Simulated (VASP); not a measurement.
# CoO (P-6m2) in VASP: further runs

CoO is run at these levels: PBE; tasks: single point.

All numbers are computed with VASP 6.6.1; they aren't measurements. Logs are shortened: lines on timing, memory, paths and dates and some standing lists are left out, and cuts for length are marked.

## Step 1: The cell of the first run

Symmetry: P-6m2, No. 187, hexagonal system. The conventional cell has a = 2.790 Å, b = 2.790 Å, c = 2.685 Å, α = 90.00°, β = 90.00°, γ = 120.00°. Co (site symmetry -6m2) has 6 O at 2.10 Å and 8 Co at 2.68 to 2.79 Å within 2.8 Å. Within 2.8 Å of O (site symmetry -6m2) lie 6 Co at 2.10 Å and 8 O at 2.68 to 2.79 Å.

## Step 2: Single point, PBE, collinear spin, ferromagnetic start

INCAR reads:

```
  PREC = Accurate
  ENCUT = 520
  EDIFF = 1E-6
  ISMEAR = -1
  SIGMA = 0.05
  LREAL = False
  LASPH = True
  NELM = 150
  ALGO = Normal
  ISIF = 2
  LWAVE = False
  LCHARG = False
  ISPIN = 2
  MAGMOM = 2 0
  LORBIT = 11
  LMAXMIX = 4
  GGA = PE
  NBANDS = 18
```

KPOINTS reads:

```
Automatic mesh
0
Gamma
  11 11 10
```

POSCAR reads:

```
CoO
1.0
    2.7902230167      0.0000000000      0.0000000000
   -1.3951164408      2.4164044553      0.0000000000
    0.0000000000      0.0000000000      2.6849354908
Co O
1 1
Direct
    0.0000000000      0.0000000000      0.5000000000
    0.6666700000      0.3333300000      0.0000000000
```

Potentials or basis: VASP PAW PBE potentials, release 64 (Co, O).

Launch:

```
cat potpaw_PBE.64/Co/POTCAR potpaw_PBE.64/O/POTCAR > POTCAR
mpirun -np 1 vasp_std > vasp.out
```

OUTCAR:

```text
PREC = Accurate
   ENCUT = 520
   EDIFF = 1E-6
   ISMEAR = -1
   LREAL = False
   LASPH = True
   NELM = 150
   ISIF = 2
   ISPIN = 2
   LORBIT = 11
   GGA = PE

 ion  position               nearest neighbor table
   1  0.000  0.000  0.500-   2 2.10   2 2.10   2 2.10   2 2.10   2 2.10   2 2.10
   2  0.667  0.333  0.000-   1 2.10   1 2.10   1 2.10   1 2.10   1 2.10   1 2.10

  LATTYP: Found a hexagonal cell.
 ALAT       =     2.7902230167
 C/A-ratio  =     0.9622655518

  Lattice vectors:

 A1 = (   2.7902230167,   0.0000000000,   0.0000000000)
 A2 = (  -1.3951164408,   2.4164044553,   0.0000000000)
 A3 = (   0.0000000000,   0.0000000000,   2.6849354908)

Analysis of symmetry for initial positions (statically):
=====================================================================
 Subroutine PRICEL returns:
 Original cell was already a primitive cell.

 Routine SETGRP: Setting up the symmetry group for a
 hexagonal supercell.

 Subroutine GETGRP returns: Found  4 space group operations
 (whereof  4 operations were pure point group operations)
 out of a pool of 24 trial point group operations.

The static configuration has the point symmetry C_2v.

Analysis of symmetry for dynamics (positions and initial velocities):
=====================================================================
 Subroutine PRICEL returns:
 Original cell was already a primitive cell.

 Routine SETGRP: Setting up the symmetry group for a
 hexagonal supercell.

 Subroutine GETGRP returns: Found  4 space group operations
 (whereof  4 operations were pure point group operations)
 out of a pool of 24 trial point group operations.

The dynamic configuration has the point symmetry C_2v.

Analysis of structural, dynamic, and magnetic symmetry:
=====================================================================
 Subroutine PRICEL returns:
 Original cell was already a primitive cell.

 Routine SETGRP: Setting up the symmetry group for a
 hexagonal supercell.

 Subroutine GETGRP returns: Found  4 space group operations
 (whereof  4 operations were pure point group operations)
 out of a pool of 24 trial point group operations.

The overall configuration has the point symmetry C_2v.

 Subroutine INISYM returns: Found  4 space group operations
 (whereof  4 operations are pure point group operations),
 and found     1 'primitive' translations

----------------------------------------------------------------------------------------

                                     Primitive cell

  volume of cell :      18.1027

  direct lattice vectors                    reciprocal lattice vectors
     2.790223017  0.000000000  0.000000000     0.358394291  0.206919734  0.000000000
    -1.395116441  2.416404455  0.000000000     0.000000000  0.413838005  0.000000000
     0.000000000  0.000000000  2.684935491     0.000000000  0.000000000  0.372448427

  length of vectors
     2.790223017  2.790225865  2.684935491     0.413838428  0.413838005  0.372448427

  position of ions in fractional coordinates (direct lattice)
     0.000000000  0.000000000  0.500000000
     0.666670000  0.333330000  0.000000000

  ion indices of the primitive-cell ions
   primitive index   ion index
                 1           1
                 2           2

----------------------------------------------------------------------------------------

 KPOINTS: Automatic mesh

Automatic generation of k-mesh.
 Grid dimensions read from file:
 generate k-points for:   11   11   10

 Generating k-lattice:

  Cartesian coordinates                     Fractional coordinates (reciprocal lattice)
     0.032581299  0.018810885  0.000000000     0.090909091 -0.000000000  0.000000000
     0.000000000  0.037621637  0.000000000     0.000000000  0.090909091  0.000000000
     0.000000000  0.000000000  0.037244843     0.000000000  0.000000000  0.100000000

  Length of vectors
     0.037621675  0.037621637  0.037244843

  Shift w.r.t. Gamma in fractional coordinates (k-lattice)
     0.000000000  0.000000000  0.000000000

 Subroutine IBZKPT returns following result:
[... 42 lines left out ...]
   LRPA    =     F    only Hartree local field effects (RPA)
 spin polarized calculation
  energy-cutoff  :      520.00
  volume of cell :       18.10
 maximum number of plane-waves:       498
 NGX is ok and might be reduce to    24
   NGX = 11   NGY = 11   NGZ =  9

 number of electron      14.9999992 magnetization       2.9993023

 Free energy of the ion-electron system (eV)
  ---------------------------------------------------
  ext. energy  EPLUGINS =         0.00000000
  ---------------------------------------------------
  free energy    TOTEN  =       -12.91997241 eV

  energy without entropy =      -12.89459654  energy(sigma->0) =      -12.90728448

 E-fermi :   8.8154     XC(G=0): -12.8111

 val. band max:        8.8147495791   @ k =  -0.3636   0.3636   0.5000
 cond. band min:       8.8216625518   @ k =  -0.2727   0.1818   0.0000
 fundamental gap:      0.0069129727
 Fermi energy:         8.8154112555

 spin component 1

 k-point     1 :       0.0000    0.0000    0.0000
  band No.  band energies     occupation
      1     -12.0970      1.00000
      2       3.6153      1.00000
      3       3.6153      1.00000
      4       4.2457      1.00000
      5       4.9718      1.00000
      6       5.8967      1.00000
[... 10 lines left out ...]
     17      35.9236      0.00000
     18      40.0149      0.00000
[... 463 lines left out ...]
 k-point    24 :       0.4545    0.4545    0.0000
  band No.  band energies     occupation
      1     -10.7627      1.00000
      2       0.4165      1.00000
      3       3.2511      1.00000
      4       3.8831      1.00000
      5       4.9489      1.00000
      6       5.6876      1.00000
[... 10 lines left out ...]
     17      37.6221      0.00000
     18      39.7943      0.00000

 [... further k-points ...]

 spin component 2

 k-point     1 :       0.0000    0.0000    0.0000
  band No.  band energies     occupation
      1     -11.4369      1.00000
      2       4.9203      1.00000
      3       4.9203      1.00000
      4       5.6730      1.00000
      5       6.0096      1.00000
      6       9.0415      0.01075
[... 10 lines left out ...]
     17      36.5689      0.00000
     18      40.3139      0.00000
[... 463 lines left out ...]
 k-point    24 :       0.4545    0.4545    0.0000
  band No.  band energies     occupation
      1     -10.0274      1.00000
      2       1.0453      1.00000
      3       4.7458      1.00000
      4       4.8014      1.00000
      5       6.7372      1.00000
      6       8.7582      0.75827
[... 10 lines left out ...]
     17      37.8537      0.00000
     18      40.3546      0.00000

 [... further k-points ...]
[... 5 lines left out ...]
  --------------------------------------------------------------------------------------
  -------------------------------------------------------------------------------------
  Total        0.8410922      0.8410751      1.0552167     -0.0000168      0.0000000      0.0000000
  in kB       74.4409325     74.4394140     93.3920348     -0.0014905      0.0000000      0.0000000
  external PRESSURE =      80.7574604 kB  Pullay stress =       0.0000000 kB

 VOLUME and BASIS-vectors are now :
 -----------------------------------------------------------------------------
  energy-cutoff  :      520.00
  volume of cell :       18.10
      direct lattice vectors                 reciprocal lattice vectors
     2.790223017  0.000000000  0.000000000     0.358394291  0.206919734  0.000000000
    -1.395116441  2.416404455  0.000000000     0.000000000  0.413838005  0.000000000
     0.000000000  0.000000000  2.684935491     0.000000000  0.000000000  0.372448427

 POSITION                                       TOTAL-FORCE (eV/Angst)
 -----------------------------------------------------------------------------------
      0.00000      0.00000      1.34247         0.000054     -0.000031      0.000000
      1.39512      0.80546      0.00000        -0.000054      0.000031      0.000000
 -----------------------------------------------------------------------------------
    total drift:                                0.000014      0.000025      0.000000

  FREE ENERGIE OF THE ION-ELECTRON SYSTEM (eV)
  ---------------------------------------------------
  free  energy   TOTEN  =       -12.9199724117 eV

  energy  without entropy=      -12.8945965405  energy(sigma->0) =      -12.90728448

 total charge

# of ion       s       p       d       tot
------------------------------------------
    1        0.321   0.426   7.175   7.922
    2        1.563   3.425   0.000   4.989
--------------------------------------------------
tot          1.885   3.851   7.175  12.910

 magnetization (x)

# of ion       s       p       d       tot
------------------------------------------
    1        0.006   0.008   2.524   2.538
    2        0.028   0.388   0.000   0.416
--------------------------------------------------
tot          0.034   0.395   2.524   2.953
```

Wall time 74 s (1 thread of Intel Xeon Platinum 8488C (Sapphire Rapids), shared host); peak memory 0.22 GiB.

What came out:

| Property | Result |
| --- | --- |
| Free energy | -12.9200 eV |
| Pressure | 8.1 GPa |
| Band gap on the k mesh | zero (filled and empty bands overlap) |
| Net moment | 3.00 μB per cell |
| Site moments | Co +2.54; O +0.42 μB |
| Valence electrons inside the program's atomic spheres | Co 7.92; O 4.99 |

Levels at points of the mesh, in eV from the Fermi level:
Spin up:
```tsv
k point	band 5	band 6	band 7	band 8	band 9	band 10	band 11	band 12	band 13	band 14
(0.00, 0.00, 0.00)	-3.84	-2.92	-2.92	-1.01	-1.01	0.91	14.86	16.46	16.46	19.33
(0.00, 0.00, 0.50)	-3.36	-3.36	-2.23	-1.27	-1.27	7.10	7.16	21.94	21.94	22.07
```
Spin down:
```tsv
k point	band 4	band 5	band 6	band 7	band 8	band 9
(0.00, 0.00, 0.00)	-3.14	-2.81	0.23	0.23	0.85	0.85
(0.00, 0.00, 0.50)	-3.22	-1.06	-1.06	-0.09	0.94	0.94
```

Caveat: a cell with one magnetic atom can't hold antiferromagnetic order, which such compounds often take; semilocal functionals often make such compounds metallic where correlation or magnetic order opens a gap, which also shifts bond lengths.

## Step 3: Single point, PBE, collinear spin, ferromagnetic start

This run uses another cell than the first one, of 9.24 Å³/atom, 1.021 times its volume.

INCAR reads:

```
PREC = Accurate
ENCUT = 520
EDIFF = 1E-7
ISMEAR = -1
SIGMA = 0.05
LREAL = False
LASPH = True
NELM = 150
ALGO = Normal
ISIF = 2
LWAVE = False
LCHARG = False
ISPIN = 2
MAGMOM = 2 0
LORBIT = 11
LMAXMIX = 4
GGA = PE
NBANDS = 18
```

KPOINTS reads:

```
regular mesh
0
Gamma
  11 11 10
```

POSCAR reads:

```
CoO
1.0
    2.8094665421      0.0000000000      0.0000000000
   -1.4047382375      2.4330698402      0.0000000000
    0.0000000000      0.0000000000      2.7034528724
Co O
1 1
Direct
    0.0000000000      0.0000000000      0.5000000000
    0.6666700000      0.3333300000      0.0000000000
```

Potentials or basis: VASP PAW PBE potentials, release 64 (Co, O).

Launch:

```
cat potpaw_PBE.64/Co/POTCAR potpaw_PBE.64/O/POTCAR > POTCAR
mpirun -np 1 vasp_std > vasp.out
```

Wall time 95 s (1 thread of Intel Xeon Platinum 8488C (Sapphire Rapids), shared host); peak memory 0.23 GiB.

The run converged. Its results:

```
Free energy                                           : -12.9343 eV
Pressure                                              : 3.7 GPa
Band gap on the k mesh                                : zero (filled and empty bands overlap)
Net moment                                            : 3.00 μB per cell
Site moments                                          : Co +2.54; O +0.41 μB
Valence electrons inside the program's atomic spheres : Co 7.88; O 4.98
```

Stress tensor (GPa, compression positive):
```
3.49 0.00 0.00
0.00 3.49 0.00
0.00 0.00 4.08
```

Levels at points of the mesh, in eV from the Fermi level:
Spin up:
| k point | band 5 | band 6 | band 7 | band 8 | band 9 | band 10 | band 11 | band 12 | band 13 | band 14 |
| --- | --- | --- | --- | --- | --- | --- | --- | --- | --- | --- |
| (0.00, 0.00, 0.00) | -3.75 | -2.92 | -2.92 | -1.01 | -1.01 | 0.81 | 14.77 | 16.29 | 16.29 | 19.05 |
| (0.00, 0.00, 0.50) | -3.32 | -3.32 | -2.21 | -1.26 | -1.26 | 6.97 | 7.03 | 21.76 | 21.76 | 21.76 |
Spin down:
```tsv
k point	band 2	band 3	band 4	band 5	band 6	band 7	band 8	band 9	band 10	band 11
(0.00, 0.00, 0.00)	-3.78	-3.78	-3.06	-2.73	0.25	0.25	0.83	0.83	1.41	15.19
(0.00, 0.00, 0.50)	-8.45	-3.12	-3.12	-1.03	-1.03	-0.10	0.94	0.94	7.49	7.66
```

Caveat: a cell with one magnetic atom can't hold antiferromagnetic order, which such compounds often take; semilocal functionals often make such compounds metallic where correlation or magnetic order opens a gap, which also shifts bond lengths.

## Step 4: Single point, PBE, collinear spin, ferromagnetic start

This run uses another cell than the first one, of 9.43 Å³/atom, 1.042 times its volume.

INCAR reads:

```
PREC     = Accurate       # precision mode
ENCUT    = 520            # plane-wave cutoff, eV
EDIFF    = 1E-7           # SCF threshold, eV
ISMEAR   = -1             # smearing method
SIGMA    = 0.05           # smearing width, eV
LREAL    = F              # projectors in reciprocal space
LASPH    = T              # aspherical terms in the spheres
NELM     = 150            # most SCF steps
ALGO     = Normal         # electronic algorithm
ISIF     = 2              # what is computed and relaxed
LWAVE    = F              # write WAVECAR
LCHARG   = T              # write CHGCAR
ISPIN    = 2              # spin polarisation
MAGMOM   = 2 0            # initial moments
LORBIT   = 11             # projections on sites
LMAXMIX  = 4              # l up to which the mixer works
GGA      = PE             # functional
LELF     = T              # ELF
LVHAR    = T            
NBANDS   = 18             # bands
```

KPOINTS reads:

```
Automatic mesh
0
Gamma
  11 11 10
```

POSCAR reads:

```
CoO
1.0
    2.8284500000      0.0000000000      0.0000000000
   -1.4142300000      2.4495100000      0.0000000000
    0.0000000000      0.0000000000      2.7217200000
Co O
1 1
Direct
    0.0000000000      0.0000000000      0.5000000000
    0.6666700000      0.3333300000      0.0000000000
```

Launch:

```
cat potpaw_PBE.64/Co/POTCAR potpaw_PBE.64/O/POTCAR > POTCAR
mpirun -np 1 vasp_std > vasp.out
```

Run time: 92 s. Hardware: 1 thread of Intel Xeon Platinum 8488C (Sapphire Rapids), shared host; peak memory 0.22 GiB.

It converged, with:

```yaml
Free_energy: -12.9386 eV
Pressure: -0.3 GPa
Band_gap_on_the_k_mesh: zero (filled and empty bands overlap)
Net_moment: 3.00 μB per cell
Site_moments: Co +2.55; O +0.41 μB
Valence_electrons_inside_the_program's_atomic_spheres: Co 7.85; O 4.97
```

Stress tensor (GPa, compression positive):
```
-0.10  0.00  0.00
 0.00 -0.10  0.00
 0.00  0.00 -0.66
```

Levels at points of the mesh, in eV from the Fermi level:
Spin up:
```
           k point  band 6  band 7  band 8  band 9  band 10  band 11  band 12  band 13
(0.00, 0.00, 0.00)   -2.93   -2.93   -1.01   -1.01     0.71    14.68    16.14    16.14
(0.00, 0.00, 0.50)   -3.29   -2.19   -1.26   -1.26     6.85     6.91    21.45    21.45
```
Spin down:
```tsv
k point	band 3	band 4	band 5	band 6	band 7	band 8	band 9	band 10
(0.00, 0.00, 0.00)	-3.68	-2.97	-2.66	0.27	0.27	0.82	0.82	1.30
(0.00, 0.00, 0.50)	-3.02	-3.02	-0.99	-0.99	-0.12	0.95	0.95	7.36
```

Caveat: a cell with one magnetic atom can't hold antiferromagnetic order, which such compounds often take; semilocal functionals often make such compounds metallic where correlation or magnetic order opens a gap, which also shifts bond lengths. With open d or f shells a metallic result of PBE can be an artefact of self-interaction; +U or a hybrid may open a gap.

## Step 5: Single point, PBE, collinear spin, ferromagnetic start

This run uses another cell than the first one, of 9.43 Å³/atom, 1.042 times its volume.

INCAR reads:

```
SYSTEM = CoO
PREC = Accurate
ENCUT = 520
EDIFF = 1E-7
ISMEAR = -1
SIGMA = 0.05
LREAL = .False.
LASPH = .True.
NELM = 150
ALGO = Normal
ISIF = 2
LWAVE = .False.
LCHARG = .True.
ISPIN = 2
MAGMOM = 2 0
LORBIT = 11
LMAXMIX = 4
GGA = PE
LELF = .True.
LVHAR = .True.
NBANDS = 18
```

KPOINTS reads:

```
regular mesh
0
Gamma
  11 11 10
  0 0 0
```

POSCAR is that of step 4.

Launch:

```
cat potpaw_PBE.64/Co/POTCAR potpaw_PBE.64/O/POTCAR > POTCAR
mpirun -np 1 vasp_std > vasp.out
```

Wall time 87 s (1 thread of Intel Xeon Platinum 8488C (Sapphire Rapids), shared host); peak memory 0.23 GiB.

It converged, with:

```
Free energy                                           : -12.9386 eV
Pressure                                              : -0.3 GPa
Band gap on the k mesh                                : zero (filled and empty bands overlap)
Net moment                                            : 3.00 μB per cell
Site moments                                          : Co +2.55; O +0.41 μB
Valence electrons inside the program's atomic spheres : Co 7.85; O 4.97
```

Stress tensor (GPa, compression positive):
```
-0.10  0.00  0.00
 0.00 -0.10  0.00
 0.00  0.00 -0.66
```

Levels at points of the mesh, in eV from the Fermi level:
Spin up:
| k point | band 5 | band 6 | band 7 | band 8 | band 9 | band 10 | band 11 | band 12 | band 13 | band 14 |
| --- | --- | --- | --- | --- | --- | --- | --- | --- | --- | --- |
| (0.00, 0.00, 0.00) | -3.66 | -2.93 | -2.93 | -1.01 | -1.01 | 0.71 | 14.68 | 16.14 | 16.14 | 18.79 |
| (0.00, 0.00, 0.50) | -3.29 | -3.29 | -2.19 | -1.26 | -1.26 | 6.85 | 6.91 | 21.45 | 21.45 | 21.59 |
Spin down:
```csv
k point,band 2,band 3,band 4,band 5,band 6,band 7,band 8,band 9,band 10,band 11
"(0.00, 0.00, 0.00)",-3.68,-3.68,-2.97,-2.66,0.27,0.27,0.82,0.82,1.30,15.09
"(0.00, 0.00, 0.50)",-8.27,-3.02,-3.02,-0.99,-0.99,-0.12,0.95,0.95,7.36,7.53
```

Caveat: a cell with one magnetic atom can't hold antiferromagnetic order, which such compounds often take; semilocal functionals often make such compounds metallic where correlation or magnetic order opens a gap, which also shifts bond lengths.

## Step 6: The runs side by side

| cell | gap on the mesh (eV) | pressure (GPa) | moment (μB) |
| --- | --- | --- | --- |
| a = 2.790, b = 2.790, c = 2.685 Å, angles 90.0, 90.0, 120.0°, 2 atoms | none | 8.1 | 3.00 |
| a = 2.809, b = 2.809, c = 2.703 Å, angles 90.0, 90.0, 120.0°, 2 atoms | none | 3.7 | 3.00 |
| a = 2.828, b = 2.828, c = 2.722 Å, angles 90.0, 90.0, 120.0°, 2 atoms | none | -0.3 | 3.00 |

Alike in all rows: task single point; level PBE; potentials or basis VASP PAW PBE potentials, release 64 (Co, O); spin collinear, ferromagnetic start; k mesh 11 × 11 × 10; cutoff (eV) 520; smearing fermi-dirac 0.05 eV.

Caveats: a cell with one magnetic atom can't hold antiferromagnetic order, which such compounds often take; semilocal functionals often make such compounds metallic where correlation or magnetic order opens a gap, which also shifts bond lengths.

Total energies depend on the potentials used, so only differences within one code and one set of settings carry meaning.
